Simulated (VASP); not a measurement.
# SiO2 (Stishovite) (P4_2/mnm) in VASP: further runs

Runs on SiO2 (Stishovite). Level: PBE. Tasks: single point.

Program: VASP 6.6.1. These are calculated values, not measurements. Logs are shortened: lines on timing, memory, paths and dates and some standing lists are left out, and cuts for length are marked.

## 1. The cell of the first run

Symmetry: P4_2/mnm, No. 136, tetragonal system. Conventional cell: a = 4.205 Å, b = 4.205 Å, c = 2.683 Å, α = 90.00°, β = 90.00°, γ = 90.00°. Within 2.4 Å of Si (site symmetry mmm) lie 6 O at 1.77 to 1.82 Å. Within 2.4 Å of O (site symmetry m2m) lie 3 Si at 1.77 to 1.82 Å and 1 O at 2.31 Å.

## 2. Single point, PBE

The input, INCAR:

```
ALGO = Normal
EDIFF = 1E-6
ENCUT = 520
GGA = PE
ISIF = 2
ISMEAR = -1
LASPH = T
LCHARG = T
LELF = T
LREAL = F
LVHAR = T
LWAVE = F
NBANDS = 25
NELM = 60
PREC = Accurate
SIGMA = 0.05
```

The input, KPOINTS:

```
k-points
0
Gamma
  6 6 8
```

The input, POSCAR:

```
SiO2
1.0
    4.2049650446      0.0000000000      0.0000000000
    0.0000000000      4.2049650446      0.0000000000
    0.0000000000      0.0000000000      2.6828508455
Si O
2 4
Direct
    0.0000000000      0.0000000000      0.0000000000
    0.5000000000      0.5000000000      0.5000000000
    0.3059000000      0.3059000000      0.0000000000
    0.1941000000      0.8059000000      0.5000000000
    0.6941000000      0.6941000000      0.0000000000
    0.8059000000      0.1941000000      0.5000000000
```

Potentials or basis: VASP PAW PBE potentials, release 64 (Si, O).

Launch:

```bash
cat potpaw_PBE.64/Si/POTCAR potpaw_PBE.64/O/POTCAR > POTCAR
mpirun -np 1 vasp_std > vasp.out
```

OUTCAR:

```text
EDIFF = 1E-6
   ENCUT = 520
   GGA = PE
   ISIF = 2
   ISMEAR = -1
   LASPH = T
   LREAL = F
   NELM = 60
   PREC = Accurate

 ion  position               nearest neighbor table
   1  0.000  0.000  0.000-   4 1.77   6 1.77   4 1.77   6 1.77   5 1.82   3 1.82
   2  0.500  0.500  0.500-   3 1.77   5 1.77   3 1.77   5 1.77   4 1.82   6 1.82
   3  0.306  0.306  0.000-   2 1.77   2 1.77   1 1.82
   4  0.194  0.806  0.500-   1 1.77   1 1.77   2 1.82
   5  0.694  0.694  0.000-   2 1.77   2 1.77   1 1.82
   6  0.806  0.194  0.500-   1 1.77   1 1.77   2 1.82

  LATTYP: Found a simple tetragonal cell.
 ALAT       =     4.2049650446
 C/A-ratio  =     0.6380197735

  Lattice vectors:

 A1 = (   4.2049650446,   0.0000000000,   0.0000000000)
 A2 = (   0.0000000000,   4.2049650446,   0.0000000000)
 A3 = (   0.0000000000,   0.0000000000,   2.6828508455)

Analysis of symmetry for initial positions (statically):
=====================================================================
 Subroutine PRICEL returns:
 Original cell was already a primitive cell.

 Routine SETGRP: Setting up the symmetry group for a
 simple tetragonal supercell.

 Subroutine GETGRP returns: Found 16 space group operations
 (whereof  8 operations were pure point group operations)
 out of a pool of 16 trial point group operations.

The static configuration has the point symmetry D_2h.
 The point group associated with its full space group is D_4h.

Analysis of symmetry for dynamics (positions and initial velocities):
=====================================================================
 Subroutine PRICEL returns:
 Original cell was already a primitive cell.

 Routine SETGRP: Setting up the symmetry group for a
 simple tetragonal supercell.

 Subroutine GETGRP returns: Found 16 space group operations
 (whereof  8 operations were pure point group operations)
 out of a pool of 16 trial point group operations.

The dynamic configuration has the point symmetry D_2h.
 The point group associated with its full space group is D_4h.

 Subroutine INISYM returns: Found 16 space group operations
 (whereof  8 operations are pure point group operations),
 and found     1 'primitive' translations

----------------------------------------------------------------------------------------

                                     Primitive cell

  volume of cell :      47.4374

  direct lattice vectors                    reciprocal lattice vectors
     4.204965045  0.000000000  0.000000000     0.237814105  0.000000000  0.000000000
     0.000000000  4.204965045  0.000000000     0.000000000  0.237814105  0.000000000
     0.000000000  0.000000000  2.682850845     0.000000000  0.000000000  0.372737829

  length of vectors
     4.204965045  4.204965045  2.682850845     0.237814105  0.237814105  0.372737829

  position of ions in fractional coordinates (direct lattice)
     0.000000000  0.000000000  0.000000000
     0.500000000  0.500000000  0.500000000
     0.305900000  0.305900000  0.000000000
     0.194100000  0.805900000  0.500000000
     0.694100000  0.694100000  0.000000000
     0.805900000  0.194100000  0.500000000

  ion indices of the primitive-cell ions
   primitive index   ion index
                 1           1
                 2           2
                 3           3
                 4           4
                 5           5
                 6           6

----------------------------------------------------------------------------------------

 KPOINTS: k-points

Automatic generation of k-mesh.
 Grid dimensions read from file:
 generate k-points for:    6    6    8

 Generating k-lattice:

  Cartesian coordinates                     Fractional coordinates (reciprocal lattice)
     0.039635684  0.000000000  0.000000000     0.166666667  0.000000000  0.000000000
     0.000000000  0.039635684  0.000000000     0.000000000  0.166666667  0.000000000
     0.000000000  0.000000000  0.046592229     0.000000000  0.000000000  0.125000000

  Length of vectors
     0.039635684  0.039635684  0.046592229

  Shift w.r.t. Gamma in fractional coordinates (k-lattice)
     0.000000000  0.000000000  0.000000000

 Subroutine IBZKPT returns following result:
 ===========================================

 Found     50 irreducible k-points:

 Following reciprocal coordinates:
            Coordinates               Weight
  0.000000  0.000000  0.000000      1.000000
  0.166667  0.000000  0.000000      4.000000
  0.333333  0.000000  0.000000      4.000000
  0.500000  0.000000  0.000000      2.000000
  0.166667  0.166667  0.000000      4.000000
  0.333333  0.166667  0.000000      8.000000
[... 16 lines left out ...]
  0.333333  0.000000  0.250000      8.000000
  0.500000  0.000000  0.250000      4.000000
 [... further k-points ...]
   k-points           NKPTS =     50   k-points in BZ     NKDIM =     50   number of bands    NBANDS=     25
   number of dos      NEDOS =    301   number of ions     NIONS =      6
   total plane-waves  NPLWV =  20480
   dimension x,y,z NGX =    32 NGY =   32 NGZ =   20
   dimension x,y,z NGXF=    64 NGYF=   64 NGZF=   40
   ions per type =               2   4
   NGX,Y,Z   is equivalent  to a cutoff of  12.65, 12.65, 12.39 a.u.
   NGXF,Y,Z  is equivalent  to a cutoff of  25.30, 25.30, 24.79 a.u.
 SYSTEM =  unknown system
   PREC   = accura    normal or accurate (medium, high low for compatibility)
   ISTART =      0    job   : 0-new  1-cont  2-samecut
   ICHARG =      2    charge: 1-file 2-atom 10-const
   ISPIN  =      1    spin polarized calculation?
   LNONCOLLINEAR =      F non collinear calculations
   LSORBIT =      F    spin-orbit coupling
   LASPH  =      T    aspherical Exc in radial PAW
   ENCUT  =  520.0 eV  38.22 Ry    6.18 a.u.   7.82  7.82  4.99*2*pi/ulx,y,z
   NELM   =     60;   NELMIN=  2; NELMDL= -5     # of ELM steps
   EDIFF  = 0.1E-05   stopping-criterion for ELM
   LREAL  =      F    real-space projection
   EDIFFG = 0.1E-04   stopping-criterion for IOM
   NSW    =      0    number of steps for IOM
   IBRION =     -1    ionic relax: 0-MD 1-quasi-New 2-CG
   NFREE  =      0    steps in history (QN), initial steepest desc. (CG)
   ISIF   =      2    stress and relaxation
   ISYM   =      2    0-nonsym 1-usesym 2-fastsym
   POTIM  = 0.5000    time-step for ionic-motion
   TEBEG  =    0.0;   TEEND  =   0.0 temperature during run
   PSTRESS=    0.0 pullay stress
   NELECT =      32.0000    total number of electrons
   NUPDOWN=      -1.0000    fix difference up-down
   EMIN   =  10.00;   EMAX   =-10.00  energy-range for DOS
   EFERMI =   0.00;   METHOD = LEGACY
   ISMEAR =    -1;   SIGMA  =   0.05  broadening in eV -4-tet -1-fermi 0-gaus
   EFERMI_NEDOS =   21; number of points for ismear=-14 and -15
   IALGO  =     38    algorithm
   IMIX   =      4    mixing-type and parameters
     AMIX     =   0.40;   BMIX     =  1.00
     AMIX_MAG =   1.60;   BMIX_MAG =  1.00
  volume/ion in A,a.u.               =       7.91        53.35
  Fermi-wavevector in a.u.,A,eV,Ry     =   1.435768  2.713209 28.047470  2.061431
  Thomas-Fermi vector in A             =   2.555031
   LORBIT       =      0    0 simple, 1 ext, 2 COOP (PROOUT), +10 PAW based schemes
   GGA     = PE    functional components
   LHFCALC =     F    Hartree Fock is set to
   AEXX    =    0.0000 exact exchange contribution
   IVDW    =     0    specifies the selected vdW correction
   LEPSILON=     F    determine dielectric tensor
   LRPA    =     F    only Hartree local field effects (RPA)
 non-spin polarized calculation
  energy-cutoff  :      520.00
  volume of cell :       47.44
 maximum number of plane-waves:      1294
 NGX is ok and might be reduce to    32
   NGX = 15   NGY = 15   NGZ =  9

 number of electron      31.9999980 magnetization

 Free energy of the ion-electron system (eV)
  ---------------------------------------------------
  ext. energy  EPLUGINS =         0.00000000
  ---------------------------------------------------
  free energy    TOTEN  =       -46.30285562 eV

  energy without entropy =      -46.30285562  energy(sigma->0) =      -46.30285562

 E-fermi :   9.0206     XC(G=0): -12.1755

 val. band max:        7.9907123919   @ k =   0.0000   0.0000   0.0000
 cond. band min:      13.2616016726   @ k =   0.0000   0.0000   0.0000
 fundamental gap:      5.2708892807
 Fermi energy:         9.0205751688

 k-point     1 :       0.0000    0.0000    0.0000
  band No.  band energies     occupation
      1     -14.3995      2.00000
      2     -10.8630      2.00000
      3     -10.8630      2.00000
      4     -10.6280      2.00000
      5      -2.7958      2.00000
      6       1.6463      2.00000
[... 17 lines left out ...]
     24      22.0166      0.00000
     25      23.5378      0.00000

 k-point     2 :       0.1667    0.0000    0.0000
  band No.  band energies     occupation
      1     -14.2571      2.00000
      2     -11.5021      2.00000
      3     -10.7916      2.00000
      4     -10.2891      2.00000
      5      -2.5944      2.00000
      6       0.9136      2.00000
[... 17 lines left out ...]
     24      21.4715      0.00000
     25      23.3995      0.00000

 k-point     3 :       0.3333    0.0000    0.0000
  band No.  band energies     occupation
      1     -13.8415      2.00000
      2     -12.3676      2.00000
      3     -10.6003      2.00000
      4     -10.2037      2.00000
      5      -2.0425      2.00000
      6      -0.2029      2.00000
[... 552 lines left out ...]
 k-point    23 :       0.3333    0.0000    0.2500
  band No.  band energies     occupation
      1     -13.1078      2.00000
      2     -11.8291      2.00000
      3     -10.3427      2.00000
      4     -10.1610      2.00000
      5      -1.5689      2.00000
      6       0.2639      2.00000
[... 17 lines left out ...]
     24      20.7809      0.00000
     25      21.6969      0.00000

 k-point    24 :       0.5000    0.0000    0.2500
  band No.  band energies     occupation
      1     -12.5298      2.00000
      2     -12.5298      2.00000
      3     -10.2196      2.00000
      4     -10.2196      2.00000
      5      -0.6373      2.00000
      6      -0.6373      2.00000
[... 17 lines left out ...]
     24      20.8408      0.00000
     25      21.6257      0.00000

 [... further k-points ...]

------------------------ aborting loop because EDIFF is reached ----------------------------------------

  FORCE on cell =-STRESS in cart. coord.  units (eV):
  Direction    XX          YY          ZZ          XY          YZ          ZX
  --------------------------------------------------------------------------------------
  -------------------------------------------------------------------------------------
  Total        1.3517667      1.3517667      1.5616214     -0.0000000      0.0000000      0.0000000
  in kB       45.6552794     45.6552794     52.7430237     -0.0000000      0.0000000      0.0000000
  external PRESSURE =      48.0178608 kB  Pullay stress =       0.0000000 kB

 VOLUME and BASIS-vectors are now :
 -----------------------------------------------------------------------------
  energy-cutoff  :      520.00
  volume of cell :       47.44
      direct lattice vectors                 reciprocal lattice vectors
     4.204965045  0.000000000  0.000000000     0.237814105  0.000000000  0.000000000
     0.000000000  4.204965045  0.000000000     0.000000000  0.237814105  0.000000000
     0.000000000  0.000000000  2.682850845     0.000000000  0.000000000  0.372737829

 POSITION                                       TOTAL-FORCE (eV/Angst)
 -----------------------------------------------------------------------------------
      0.00000      0.00000      0.00000         0.000000     -0.000000      0.000000
      2.10248      2.10248      1.34143         0.000000     -0.000000      0.000000
      1.28630      1.28630      0.00000         0.023709      0.023709      0.000000
      0.81618      3.38878      1.34143        -0.023709      0.023709      0.000000
      2.91867      2.91867      0.00000        -0.023709     -0.023709      0.000000
      3.38878      0.81618      1.34143         0.023709     -0.023709      0.000000
 -----------------------------------------------------------------------------------
    total drift:                                0.000000      0.000000     -0.000000

  FREE ENERGIE OF THE ION-ELECTRON SYSTEM (eV)
  ---------------------------------------------------
  free  energy   TOTEN  =       -46.3028556180 eV

  energy  without entropy=      -46.3028556179  energy(sigma->0) =      -46.30285562
```

It took 15 s on 1 thread of Intel Xeon 6975P-C (Granite Rapids), shared host; peak memory 0.18 GiB.

Results:

```yaml
Free_energy: -46.3029 eV
Pressure: 4.8 GPa
Largest_force: 0.034 eV/Å
Band_gap_on_the_k_mesh: 5.27 eV, direct
```

Forces on the atoms (eV/Å):
```
Si   0.000  0.000  0.000
Si   0.000  0.000  0.000
O    0.024  0.024  0.000
O   -0.024  0.024  0.000
O   -0.024 -0.024  0.000
O    0.024 -0.024  0.000
```

Levels at points of the mesh, in eV from the valence-band top:
```csv
k point,band 13,band 14,band 15,band 16,band 17,band 18,band 19,band 20
"(0.00, 0.00, 0.00)",-2.49,-0.87,-0.87,0.00,5.27,6.64,8.35,8.35
"(0.50, 0.00, 0.00)",-2.65,-2.65,-1.05,-1.05,7.49,7.49,8.95,8.95
"(0.50, 0.50, 0.00)",-2.63,-2.63,-2.22,-2.22,7.21,7.21,9.90,9.90
"(0.00, 0.00, 0.50)",-2.99,-2.99,-2.62,-2.62,8.84,8.84,12.46,12.46
"(0.50, 0.00, 0.50)",-2.24,-2.24,-1.71,-1.71,8.58,8.58,9.65,9.65
"(0.50, 0.50, 0.50)",-1.73,-1.73,-1.52,-1.52,6.94,6.94,10.89,10.89
```

A k mesh can miss the band edges. PBE gaps usually lie below the measured ones, often by a third to a half.

[end of part 1 of 2]
